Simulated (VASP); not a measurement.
# AlAs5 (I4/mmm) in VASP: density of states with PBE

Aim: the density of states of AlAs5 with PBE.

Program: VASP 6.6.1. These are calculated values, not measurements. Logs are shortened: lines on timing, memory, paths and dates and some standing lists are left out, and cuts for length are marked.

**1. The cell of the first run**

Symmetry: I4/mmm, No. 139, tetragonal system. Conventional cell: a = 5.751 Å, b = 5.751 Å, c = 7.776 Å, α = 90.00°, β = 90.00°, γ = 90.00°. Al (site symmetry 4/mmm) has 8 As at 2.81 Å within 3.7 Å. As (site symmetry 2/m) has 2 Al at 2.81 Å and 6 As at 2.81 to 2.88 Å within 3.7 Å. Within 3.7 Å of As (site symmetry 4/mmm) lie 8 As at 2.81 Å.

**2. Density of states, PBE**

POSCAR reads:

```
AlAs5
1.0
   -2.8754192401      2.8754192401      3.8880545220
    2.8754192401     -2.8754192401      3.8880545220
    2.8754192401      2.8754192401     -3.8880545220
Al As
1 5
Direct
    0.5000000000      0.5000000000      0.0000000000
    0.5000000000      0.5000000000      0.5000000000
    0.0000000000      0.0000000000      0.5000000000
    0.5000000000      0.0000000000      0.0000000000
    0.0000000000      0.5000000000      0.0000000000
    0.0000000000      0.0000000000      0.0000000000
```

INCAR.step1 reads:

```
SYSTEM = AlAs5
PREC = Accurate
ENCUT = 520
EDIFF = 1E-6
ISMEAR = 0
SIGMA = 0.1
LREAL = .FALSE.
LASPH = .TRUE.
NELM = 100
ALGO = Normal
ISIF = 2
LWAVE = .FALSE.
LCHARG = .TRUE.
GGA = PE
NBANDS = 23
```

KPOINTS.step1 reads:

```
Automatic mesh
0
G
  10 10 10
  0 0 0
```

INCAR.step2 reads:

```
SYSTEM = AlAs5
PREC = Accurate
ENCUT = 520
EDIFF = 1E-6
ISMEAR = -5
SIGMA = 0.1
LREAL = .FALSE.
LASPH = .TRUE.
NELM = 100
ALGO = Normal
ISIF = 2
LWAVE = .FALSE.
LCHARG = .FALSE.
GGA = PE
LORBIT = 11
NBANDS = 23
NEDOS = 1001
ICHARG = 11
```

KPOINTS.step2 reads:

```
Automatic mesh
0
G
  15 15 15
  0 0 0
```

Potentials or basis: VASP PAW PBE potentials, release 64 (Al, As).

Command:

```console
$ cat potpaw_PBE.64/Al/POTCAR potpaw_PBE.64/As/POTCAR > POTCAR
$ cp INCAR.step1 INCAR
$ cp KPOINTS.step1 KPOINTS
$ mpirun -np 1 vasp_std > vasp.out
$ cp INCAR.step2 INCAR
$ cp KPOINTS.step2 KPOINTS
$ mpirun -np 1 vasp_std > vasp.out
```

OUTCAR:

```text
SYSTEM = AlAs5
   PREC = Accurate
   ENCUT = 520
   EDIFF = 1E-6
   ISMEAR = -5
   LREAL = .FALSE.
   LASPH = .TRUE.
   NELM = 100
   ISIF = 2
   GGA = PE
   LORBIT = 11
   ICHARG = 11

 ion  position               nearest neighbor table
   1  0.500  0.500  0.000-   2 2.81   3 2.81   4 2.81   5 2.81   2 2.81   4 2.81   5 2.81   3 2.81

   2  0.500  0.500  0.500-   1 2.81   6 2.81   1 2.81   6 2.81   5 2.88   4 2.88   5 2.88   4 2.88

   3  0.000  0.000  0.500-   1 2.81   6 2.81   6 2.81   1 2.81   5 2.88   5 2.88   4 2.88   4 2.88

   4  0.500  0.000  0.000-   1 2.81   6 2.81   1 2.81   6 2.81   3 2.88   2 2.88   2 2.88   3 2.88

   5  0.000  0.500  0.000-   1 2.81   6 2.81   6 2.81   1 2.81   3 2.88   3 2.88   2 2.88   2 2.88

   6  0.000  0.000  0.000-   2 2.81   3 2.81   4 2.81   5 2.81   3 2.81   5 2.81   4 2.81   2 2.81

  LATTYP: Found a body centered tetragonal cell.
 ALAT       =     5.7508384802
 C/A-ratio  =     1.3521696133

  Lattice vectors:

 A1 = (  -2.8754192401,   2.8754192401,   3.8880545220)
 A2 = (   2.8754192401,  -2.8754192401,   3.8880545220)
 A3 = (   2.8754192401,   2.8754192401,  -3.8880545220)

Analysis of symmetry for initial positions (statically):
=====================================================================
 Subroutine PRICEL returns:
 Original cell was already a primitive cell.

 Routine SETGRP: Setting up the symmetry group for a
 body centered tetragonal supercell.

 Subroutine GETGRP returns: Found 16 space group operations
 (whereof 16 operations were pure point group operations)
 out of a pool of 16 trial point group operations.

The static configuration has the point symmetry D_4h.

Analysis of symmetry for dynamics (positions and initial velocities):
=====================================================================
 Subroutine PRICEL returns:
 Original cell was already a primitive cell.

 Routine SETGRP: Setting up the symmetry group for a
 body centered tetragonal supercell.

 Subroutine GETGRP returns: Found 16 space group operations
 (whereof 16 operations were pure point group operations)
 out of a pool of 16 trial point group operations.

The dynamic configuration has the point symmetry D_4h.

 Subroutine INISYM returns: Found 16 space group operations
 (whereof 16 operations are pure point group operations),
 and found     1 'primitive' translations

----------------------------------------------------------------------------------------

                                     Primitive cell

[... 116 lines left out ...]
   EFERMI_NEDOS =   21; number of points for ismear=-14 and -15
   IALGO  =     38    algorithm
   IMIX   =      4    mixing-type and parameters
     AMIX     =   0.40;   BMIX     =  1.00
     AMIX_MAG =   1.60;   BMIX_MAG =  1.00
  volume/ion in A,a.u.               =      21.43       144.62
  Fermi-wavevector in a.u.,A,eV,Ry     =   0.984909  1.861207 13.198264  0.970045
  Thomas-Fermi vector in A             =   2.116176
   LORBIT       =     11    0 simple, 1 ext, 2 COOP (PROOUT), +10 PAW based schemes
   GGA     = PE    functional components
   LHFCALC =     F    Hartree Fock is set to
   AEXX    =    0.0000 exact exchange contribution
   IVDW    =     0    specifies the selected vdW correction
   LEPSILON=     F    determine dielectric tensor
   LRPA    =     F    only Hartree local field effects (RPA)
 non-spin polarized calculation
 Fermi weights with tetrahedron method with Bloechl corrections
  energy-cutoff  :      520.00
  volume of cell :      128.59
 maximum number of plane-waves:      3491
 NGX is ok and might be reduce to    42

 number of electron      27.9999996 magnetization

 Free energy of the ion-electron system (eV)
  ---------------------------------------------------
  ext. energy  EPLUGINS =         0.00000000
  ---------------------------------------------------
  free energy    TOTEN  =       -25.59860138 eV

  energy without entropy =      -25.59860138  energy(sigma->0) =      -25.59860138

 E-fermi :   5.2644     XC(G=0):  -9.8306

 val. band max:        5.3508017865   @ k =   0.3333   0.3333  -0.0000
 cond. band min:       5.1912686841   @ k =   0.4667   0.2667   0.1333
 fundamental gap:     -0.1595331025
 Fermi energy:         5.2644393464

 k-point     1 :       0.0000    0.0000    0.0000
  band No.  band energies     occupation
      1      -9.1577      2.00000
      2      -5.1413      2.00000
      3      -5.1413      2.00000
      4      -3.9694      2.00000
      5      -2.9387      2.00000
      6      -2.0085      2.00000
[... 613 lines left out ...]
     22       9.8273      0.00000
     23      10.0203      0.00000

 [... further k-points ...]

------------------------ aborting loop because EDIFF is reached ----------------------------------------

  FORCE on cell =-STRESS in cart. coord.  units (eV):
  Direction    XX          YY          ZZ          XY          YZ          ZX
  --------------------------------------------------------------------------------------
  -------------------------------------------------------------------------------------
  Total        0.1246197      0.1246197     -0.1174746      0.0000000      0.0000000      0.0000000
  in kB        1.5527534      1.5527534     -1.4637259      0.0000000      0.0000000      0.0000000
  external PRESSURE =       0.5472603 kB  Pullay stress =       0.0000000 kB

 VOLUME and BASIS-vectors are now :
 -----------------------------------------------------------------------------
  energy-cutoff  :      520.00
  volume of cell :      128.59
      direct lattice vectors                 reciprocal lattice vectors
    -2.875419240  2.875419240  3.888054522     0.000000000  0.173887687  0.128599020
     2.875419240 -2.875419240  3.888054522     0.173887687  0.000000000  0.128599020
     2.875419240  2.875419240 -3.888054522     0.173887687  0.173887687  0.000000000

 POSITION                                       TOTAL-FORCE (eV/Angst)
 -----------------------------------------------------------------------------------
      0.00000      0.00000      3.88805         0.000000     -0.000000      0.000000
      1.43771      1.43771      1.94403         0.000000     -0.000000      0.000000
      1.43771      1.43771     -1.94403         0.000000     -0.000000      0.000000
     -1.43771      1.43771      1.94403        -0.000000      0.000000     -0.000000
      1.43771     -1.43771      1.94403        -0.000000      0.000000     -0.000000
      0.00000      0.00000      0.00000         0.000000     -0.000000      0.000000
 -----------------------------------------------------------------------------------
    total drift:                               -0.000000     -0.000000      0.000000

  FREE ENERGIE OF THE ION-ELECTRON SYSTEM (eV)
  ---------------------------------------------------
  free  energy   TOTEN  =       -25.5986013811 eV

  energy  without entropy=      -25.5986013811  energy(sigma->0) =      -25.59860138

 total charge

# of ion       s       p       d       tot
------------------------------------------
    1        0.443   0.262   0.000   0.705
    2        1.318   1.296   0.046   2.660
    3        1.318   1.296   0.046   2.660
    4        1.318   1.296   0.046   2.660
    5        1.318   1.296   0.046   2.660
    6        1.337   1.253   0.055   2.645
--------------------------------------------------
tot          7.052   6.699   0.239  13.989
```

OUTCAR.step1:

```text
SYSTEM = AlAs5
   PREC = Accurate
   ENCUT = 520
   EDIFF = 1E-6
   ISMEAR = 0
   LREAL = .FALSE.
[... 868 lines left out ...]
     -1.43771      1.43771      1.94403         0.000000      0.000000      0.000000
      1.43771     -1.43771      1.94403        -0.000000      0.000000      0.000000
      0.00000      0.00000      0.00000        -0.000000      0.000000      0.000000
 -----------------------------------------------------------------------------------
    total drift:                               -0.000000     -0.000000      0.000000

  FREE ENERGIE OF THE ION-ELECTRON SYSTEM (eV)
  ---------------------------------------------------
  free  energy   TOTEN  =       -25.6005595802 eV

  energy  without entropy=      -25.5854947686  energy(sigma->0) =      -25.59302717
```

OSZICAR.step1:

```text
N       E                     dE             d eps       ncg     rms          rms(c)
DAV:   1     0.890184088050E+02    0.89018E+02   -0.11038E+04  4692   0.102E+03
DAV:   2    -0.185553114441E+02   -0.10757E+03   -0.10226E+03  5997   0.153E+02
DAV:   3    -0.255535893828E+02   -0.69983E+01   -0.68429E+01  6063   0.377E+01
DAV:   4    -0.256511022996E+02   -0.97513E-01   -0.97277E-01  5544   0.489E+00
DAV:   5    -0.256524294075E+02   -0.13271E-02   -0.13266E-02  6227   0.592E-01    0.473E+00
DAV:   6    -0.256075257481E+02    0.44904E-01   -0.56719E-02  5602   0.104E+00    0.280E+00
DAV:   7    -0.255985087732E+02    0.90170E-02   -0.45390E-02  5365   0.969E-01    0.450E-01
DAV:   8    -0.255999512548E+02   -0.14425E-02   -0.27172E-03  5740   0.242E-01    0.113E-01
DAV:   9    -0.256004292647E+02   -0.47801E-03   -0.55868E-04  5233   0.106E-01    0.375E-02
DAV:  10    -0.256005442726E+02   -0.11501E-03   -0.11449E-04  5350   0.494E-02    0.107E-02
DAV:  11    -0.256005576645E+02   -0.13392E-04   -0.21651E-05  5457   0.203E-02    0.340E-03
DAV:  12    -0.256005591927E+02   -0.15282E-05   -0.23504E-06  5344   0.682E-03    0.137E-03
DAV:  13    -0.256005595802E+02   -0.38753E-06   -0.27075E-07  3442   0.242E-03
   1 F= -.25600560E+02 E0= -.25593027E+02  d E =-.150648E-01
```

Wall time 6.9 min (1 thread of Intel Xeon 6975P-C (Granite Rapids), shared host); peak memory 0.75 GiB.

Results:

```yaml
Valence_electrons_inside_the_program's_atomic_spheres: Al 0.70; As 2.66, 2.65
```

Levels at points of the mesh, in eV from the Fermi level:
| k point | band 12 | band 13 | band 14 | band 15 | band 16 | band 17 |
| --- | --- | --- | --- | --- | --- | --- |
| (0.00, 0.00, 0.00) | -3.73 | -2.56 | 1.83 | 1.85 | 2.08 | 2.36 |

Caveat: tetrahedron occupations give inexact forces and stress in metals.
